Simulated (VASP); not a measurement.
# B2PbO4 (Ama2) in VASP: single point with r2SCAN

Aim: the single point of B2PbO4 with r2SCAN.

All numbers are computed with VASP 6.6.1; they aren't measurements. Logs are shortened: lines on timing, memory, paths and dates and some standing lists are left out, and cuts for length are marked.

## (1) The cell of the first run

The structure is orthorhombic, space group Ama2 (No. 40). The conventional cell has a = 7.856 Å, b = 8.633 Å, c = 4.782 Å, α = 90.00°, β = 90.00°, γ = 90.00°. Pb (site symmetry m) has 5 O at 2.09 to 2.52 Å within 2.8 Å. Within 2.2 Å of B (site symmetry 1) lie 4 O at 1.67 to 1.70 Å. O (site symmetry 1) has 2 B at 1.68 to 1.70 Å and 1 Pb at 2.19 Å within 2.2 Å. Within 2.2 Å of O (site symmetry 2) lie 2 B at 1.67 Å. O (site symmetry m) has 2 B at 1.69 Å and 1 Pb at 2.09 Å within 2.3 Å.

## (2) Single point, r2SCAN

Contents of POSCAR:

```
B2PbO4
1.0
   -7.8556560000      0.0000000000      0.0000000000
    0.0000000000      0.0000000000      4.7821020000
    0.0000000000      4.3167170000      2.3910510000
Pb B O
2 4 8
Direct
    0.7500000000      0.9697000000      0.0564000000
    0.2500000000      0.0261000000      0.9436000000
    0.9476000000      0.2871000000      0.3452000000
    0.0524000000      0.6323000000      0.6548000000
    0.5524000000      0.2871000000      0.3452000000
    0.4476000000      0.6323000000      0.6548000000
    0.9405000000      0.6310000000      0.3652000000
    0.0595000000      0.9962000000      0.6348000000
    0.5595000000      0.6310000000      0.3652000000
    0.4405000000      0.9962000000      0.6348000000
    0.0000000000      0.3257000000      0.0000000000
    0.5000000000      0.3257000000      0.0000000000
    0.7500000000      0.1309000000      0.3812000000
    0.2500000000      0.5121000000      0.6188000000
```

Contents of INCAR.step1:

```
SYSTEM = B2PbO4
ALGO = Normal
EDIFF = 1E-4
ENCUT = 520
GGA = PE
ISMEAR = 0
LASPH = .TRUE.
LCHARG = .FALSE.
LREAL = .FALSE.
LWAVE = .TRUE.
NBANDS = 57
NELM = 60
PREC = Accurate
SIGMA = 0.0898
```

Contents of INCAR.step2:

```
SYSTEM = B2PbO4
ALGO = Normal
EDIFF = 1E-6
ENCUT = 520
ISIF = 2
ISMEAR = 0
ISTART = 1
LASPH = .TRUE.
LCHARG = .FALSE.
LMIXTAU = .TRUE.
LREAL = .FALSE.
LWAVE = .FALSE.
METAGGA = R2SCAN
NBANDS = 57
NELM = 60
PREC = Accurate
SIGMA = 0.0898
```

Contents of KPOINTS:

```
k-points
0
G
  4 6 6
  0 0 0
```

Potentials or basis: VASP PAW PBE potentials, release 64 (Pb_d, B, O).

Command:

```console
$ cat potpaw_PBE.64/Pb_d/POTCAR potpaw_PBE.64/B/POTCAR potpaw_PBE.64/O/POTCAR > POTCAR
$ cp INCAR.step1 INCAR
$ mpirun -np 1 vasp_std > vasp.out
$ cp INCAR.step2 INCAR
$ mpirun -np 1 vasp_std > vasp.out
```

OUTCAR:

```text
SYSTEM = B2PbO4
   EDIFF = 1E-6
   ENCUT = 520
   ISIF = 2
   ISMEAR = 0
   ISTART = 1
   LASPH = .TRUE.
   LREAL = .FALSE.
   METAGGA = R2SCAN
   NELM = 60
   PREC = Accurate

 ion  position               nearest neighbor table
   1  0.750  0.970  0.056-  13 2.09   9 2.19   7 2.19  12 2.52  11 2.52   5 2.97   3 2.97  13 3.03
                             2 3.96   2 3.96
   2  0.250  0.026  0.944-  14 2.09  10 2.19   8 2.19  12 2.52  11 2.52   6 2.97   4 2.97  14 3.03
                             1 3.96   1 3.96
   3  0.948  0.287  0.345-  11 1.67   8 1.68  13 1.69   7 1.70   1 2.97
   4  0.052  0.632  0.655-  11 1.67   7 1.68  14 1.69   8 1.70   2 2.97
   5  0.552  0.287  0.345-  12 1.67  10 1.68  13 1.69   9 1.70   1 2.97
   6  0.448  0.632  0.655-  12 1.67   9 1.68  14 1.69  10 1.70   2 2.97
   7  0.941  0.631  0.365-   4 1.68   3 1.70   1 2.19
   8  0.059  0.996  0.635-   3 1.68   4 1.70   2 2.19
   9  0.559  0.631  0.365-   6 1.68   5 1.70   1 2.19
  10  0.441  0.996  0.635-   5 1.68   6 1.70   2 2.19
  11  0.000  0.326  0.000-   3 1.67   4 1.67   1 2.52   2 2.52
  12  0.500  0.326  0.000-   5 1.67   6 1.67   1 2.52   2 2.52
  13  0.750  0.131  0.381-   3 1.69   5 1.69   1 2.09   1 3.03
  14  0.250  0.512  0.619-   4 1.69   6 1.69   2 2.09   2 3.03

  LATTYP: Found a base centered orthorhombic cell.
 ALAT       =     4.7821020000
 B/A-ratio  =     1.8053638337
 C/A-ratio  =     1.6427202933

  Lattice vectors:

 A1 = (   0.0000000000,  -4.3167170000,   2.3910510000)
 A2 = (   0.0000000000,   4.3167170000,   2.3910510000)
 A3 = (  -7.8556560000,   0.0000000000,   0.0000000000)

Analysis of symmetry for initial positions (statically):
=====================================================================
 Subroutine PRICEL returns:
 Original cell was already a primitive cell.

 Routine SETGRP: Setting up the symmetry group for a
 base centered orthorhombic supercell.

 Subroutine GETGRP returns: Found  4 space group operations
 (whereof  2 operations were pure point group operations)
 out of a pool of  8 trial point group operations.

The static configuration has the point symmetry C_2 .
 The point group associated with its full space group is C_2v.

Analysis of symmetry for dynamics (positions and initial velocities):
=====================================================================
 Subroutine PRICEL returns:
 Original cell was already a primitive cell.

 Routine SETGRP: Setting up the symmetry group for a
 base centered orthorhombic supercell.

 Subroutine GETGRP returns: Found  4 space group operations
 (whereof  2 operations were pure point group operations)
 out of a pool of  8 trial point group operations.

The dynamic configuration has the point symmetry C_2 .
 The point group associated with its full space group is C_2v.

 Subroutine INISYM returns: Found  4 space group operations
 (whereof  2 operations are pure point group operations),
 and found     1 'primitive' translations

----------------------------------------------------------------------------------------

                                     Primitive cell

  volume of cell :     162.1642

  direct lattice vectors                    reciprocal lattice vectors
    -7.855656000  0.000000000  0.000000000    -0.127296816  0.000000000  0.000000000
     0.000000000  0.000000000  4.782102000     0.000000000 -0.115828765  0.209113064
     0.000000000  4.316717000  2.391051000     0.000000000  0.231657530  0.000000000

  length of vectors
     7.855656000  4.782102000  4.934690521     0.127296816  0.239049318  0.231657530

  position of ions in fractional coordinates (direct lattice)
     0.750000000  0.969700000  0.056400000
     0.250000000  0.026100000  0.943600000
     0.947600000  0.287100000  0.345200000
     0.052400000  0.632300000  0.654800000
     0.552400000  0.287100000  0.345200000
     0.447600000  0.632300000  0.654800000
     0.940500000  0.631000000  0.365200000
     0.059500000  0.996200000  0.634800000
     0.559500000  0.631000000  0.365200000
     0.440500000  0.996200000  0.634800000
     0.000000000  0.325700000  0.000000000
[... 32 lines left out ...]
    -0.031824204  0.000000000  0.000000000     0.250000000  0.000000000  0.000000000
     0.000000000 -0.019304794  0.034852177     0.000000000  0.166666667  0.000000000
     0.000000000  0.038609588  0.000000000     0.000000000  0.000000000  0.166666667

  Length of vectors
     0.031824204  0.039841553  0.038609588

  Shift w.r.t. Gamma in fractional coordinates (k-lattice)
     0.000000000  0.000000000  0.000000000

 Subroutine IBZKPT returns following result:
 ===========================================

 Found     39 irreducible k-points:

 Following reciprocal coordinates:
            Coordinates               Weight
  0.000000  0.000000  0.000000      1.000000
  0.250000  0.000000  0.000000      2.000000
  0.500000  0.000000  0.000000      1.000000
  0.000000  0.166667  0.000000      4.000000
  0.250000  0.166667  0.000000      8.000000
  0.500000  0.166667  0.000000      4.000000
[... 16 lines left out ...]
  0.250000 -0.333333  0.166667      8.000000
  0.500000 -0.333333  0.166667      4.000000
 [... further k-points ...]
   k-points           NKPTS =     39   k-points in BZ     NKDIM =     39   number of bands    NBANDS=     57
   number of dos      NEDOS =    301   number of ions     NIONS =     14
   total plane-waves  NPLWV =  86400
   dimension x,y,z NGX =    60 NGY =   36 NGZ =   40
   dimension x,y,z NGXF=   120 NGYF=   72 NGZF=   80
   ions per type =               2   4   8
   NGX,Y,Z   is equivalent  to a cutoff of  12.70, 12.52, 13.48 a.u.
   NGXF,Y,Z  is equivalent  to a cutoff of  25.40, 25.03, 26.95 a.u.
 SYSTEM =  B2PbO4
   PREC   = accura    normal or accurate (medium, high low for compatibility)
   ISTART =      1    job   : 0-new  1-cont  2-samecut
   ICHARG =      0    charge: 1-file 2-atom 10-const
   ISPIN  =      1    spin polarized calculation?
   LNONCOLLINEAR =      F non collinear calculations
   LSORBIT =      F    spin-orbit coupling
   LASPH  =      T    aspherical Exc in radial PAW
   ENCUT  =  520.0 eV  38.22 Ry    6.18 a.u.  14.61  8.89  9.18*2*pi/ulx,y,z
   NELM   =     60;   NELMIN=  2; NELMDL=  0     # of ELM steps
   EDIFF  = 0.1E-05   stopping-criterion for ELM
   LREAL  =      F    real-space projection
   EDIFFG = 0.1E-04   stopping-criterion for IOM
   NSW    =      0    number of steps for IOM
   IBRION =     -1    ionic relax: 0-MD 1-quasi-New 2-CG
   NFREE  =      0    steps in history (QN), initial steepest desc. (CG)
   ISIF   =      2    stress and relaxation
   ISYM   =      2    0-nonsym 1-usesym 2-fastsym
   POTIM  = 0.5000    time-step for ionic-motion
   TEBEG  =    0.0;   TEEND  =   0.0 temperature during run
   PSTRESS=    0.0 pullay stress
   NELECT =      88.0000    total number of electrons
   NUPDOWN=      -1.0000    fix difference up-down
   EMIN   =  10.00;   EMAX   =-10.00  energy-range for DOS
   EFERMI =   0.00;   METHOD = LEGACY
   ISMEAR =     0;   SIGMA  =   0.09  broadening in eV -4-tet -1-fermi 0-gaus
   EFERMI_NEDOS =   21; number of points for ismear=-14 and -15
   IALGO  =     38    algorithm
   IMIX   =      4    mixing-type and parameters
     AMIX     =   0.40;   BMIX     =  1.00
     AMIX_MAG =   1.60;   BMIX_MAG =  1.00
  volume/ion in A,a.u.               =      11.58        78.17
  Fermi-wavevector in a.u.,A,eV,Ry     =   1.335316  2.523382 24.260129  1.783069
  Thomas-Fermi vector in A             =   2.464030
   LORBIT       =      0    0 simple, 1 ext, 2 COOP (PROOUT), +10 PAW based schemes
   METAGGA = R2SCAN    functional components
   LHFCALC =     F    Hartree Fock is set to
   AEXX    =    0.0000 exact exchange contribution
   IVDW    =     0    specifies the selected vdW correction
   LEPSILON=     F    determine dielectric tensor
   LRPA    =     F    only Hartree local field effects (RPA)
 non-spin polarized calculation
 Gauss-broadening in eV      SIGMA  =   0.09
  energy-cutoff  :      520.00
  volume of cell :      162.16
 maximum number of plane-waves:      4392
 NGX is ok and might be reduce to    60
   NGX = 29   NGY = 17   NGZ = 19

 number of electron      87.9999991 magnetization

 Free energy of the ion-electron system (eV)
  ---------------------------------------------------
  ext. energy  EPLUGINS =         0.00000000
  ---------------------------------------------------
  free energy    TOTEN  =      -211.57566176 eV

  energy without entropy =     -211.57566176  energy(sigma->0) =     -211.57566176

 E-fermi :   4.1995     XC(G=0): -11.0599

 val. band max:        3.7658270334   @ k =   0.5000   0.5000   0.0000
 cond. band min:       8.0630082502   @ k =   0.0000   0.0000   0.0000
 fundamental gap:      4.2971812168
 Fermi energy:         4.1994618208

 k-point     1 :       0.0000    0.0000    0.0000
  band No.  band energies     occupation
      1     -17.5817      2.00000
      2     -16.8667      2.00000
      3     -16.4553      2.00000
      4     -15.8744      2.00000
      5     -15.8568      2.00000
      6     -15.7994      2.00000
[... 1405 lines left out ...]
     55      11.9044      0.00000
     56      12.3839      0.00000

 [... further k-points ...]

 [bands above 56 left out]

------------------------ aborting loop because EDIFF is reached ----------------------------------------

  FORCE on cell =-STRESS in cart. coord.  units (eV):
  Direction    XX          YY          ZZ          XY          YZ          ZX
  --------------------------------------------------------------------------------------
  -------------------------------------------------------------------------------------
  Total      -12.8958650    -21.1817367    -27.1460198      0.0000000      0.0000000      0.0000000
  in kB     -127.4107843   -209.2749645   -268.2019142      0.0000000      0.0000000      0.0000000
  external PRESSURE =    -201.6292210 kB  Pullay stress =       0.0000000 kB

 VOLUME and BASIS-vectors are now :
 -----------------------------------------------------------------------------
  energy-cutoff  :      520.00
  volume of cell :      162.16
      direct lattice vectors                 reciprocal lattice vectors
    -7.855656000  0.000000000  0.000000000    -0.127296816  0.000000000  0.000000000
     0.000000000  0.000000000  4.782102000     0.000000000 -0.115828765  0.209113064
     0.000000000  4.316717000  2.391051000     0.000000000  0.231657530  0.000000000

 POSITION                                       TOTAL-FORCE (eV/Angst)
 -----------------------------------------------------------------------------------
     -5.89174      0.24346      4.77206        -0.000000     -4.214379     -1.264633
     -1.96391      4.07325      2.38101         0.000000      4.214379     -1.264633
     -7.44402      1.49013      2.19833         0.625536     -0.082375     -0.274448
     -0.41164      2.82659      4.58938        -0.625536      0.082375     -0.274448
     -4.33946      1.49013      2.19833        -0.625536     -0.082375     -0.274448
     -3.51619      2.82659      4.58938         0.625536      0.082375     -0.274448
     -7.38824      1.57647      3.89072        -3.393149      4.123207     -3.050768
     -0.46741      2.74025      6.28177         3.393149     -4.123207     -3.050768
     -4.39524      1.57647      3.89072         3.393149      4.123207     -3.050768
     -3.46042      2.74025      6.28177        -3.393149     -4.123207     -3.050768
      0.00000      0.00000      1.55753        -0.000000      0.000000      3.599547
     -3.92783      0.00000      1.55753        -0.000000      0.000000      3.599547
     -5.89174      1.64553      1.53745         0.000000      0.933714      4.315516
     -1.96391      2.67118      3.92850        -0.000000     -0.933714      4.315516
 -----------------------------------------------------------------------------------
    total drift:                               -0.000000     -0.000018      0.000145

  FREE ENERGIE OF THE ION-ELECTRON SYSTEM (eV)
  ---------------------------------------------------
  free  energy   TOTEN  =      -211.5756617646 eV

  energy  without entropy=     -211.5756617646  energy(sigma->0) =     -211.57566176
```

It took 46 min on 1 thread of Intel Xeon 8259CL, shared host; peak memory 0.5 GiB.

Results:

| Item | Value |
| --- | --- |
| Free energy | -211.5757 eV |
| Pressure | -20.2 GPa |
| Largest force | 6.150 eV/Å |
| Band gap on the k mesh | 4.30 eV (least direct gap 4.43 eV) |

Forces on the atoms (eV/Å):
```
Pb   0.000 -4.214 -1.265
Pb   0.000  4.214 -1.265
B    0.626 -0.082 -0.274
B   -0.626  0.082 -0.274
B   -0.626 -0.082 -0.274
B    0.626  0.082 -0.274
O   -3.393  4.123 -3.051
O    3.393 -4.123 -3.051
O    3.393  4.123 -3.051
O   -3.393 -4.123 -3.051
O    0.000  0.000  3.600
O    0.000  0.000  3.600
O    0.000  0.934  4.316
O    0.000 -0.934  4.316
```

Levels at points of the mesh, in eV from the valence-band top:
```tsv
k point	band 40	band 41	band 42	band 43	band 44	band 45	band 46	band 47	band 48	band 49
(0.00, 0.00, 0.00)	-2.44	-1.99	-1.88	-1.83	-0.37	4.30	4.78	5.05	6.67	7.04
(0.50, 0.00, 0.00)	-2.37	-1.81	-1.81	-0.70	-0.70	4.50	4.50	5.72	5.72	7.33
(0.00, 0.50, 0.00)	-2.21	-1.97	-1.71	-0.88	0.00	4.43	5.41	5.53	5.81	5.97
(0.50, 0.50, 0.00)	-2.03	-1.73	-1.72	-0.87	0.00	4.95	5.03	5.59	5.65	5.85
(0.00, 0.00, 0.50)	-2.19	-1.99	-1.60	-0.35	-0.16	4.51	5.32	6.09	6.25	6.36
(0.50, 0.00, 0.50)	-2.54	-1.72	-1.72	-0.21	-0.21	5.16	5.16	6.01	6.01	6.49
```

Caveat: the stress differs along the axes, from -27 to -13 GPa; the PAW data sets were made with another functional, which shifts forces and pressure a little; spin-orbit coupling is left out, which moves the levels of the heavy elements. A k mesh can miss the band edges.
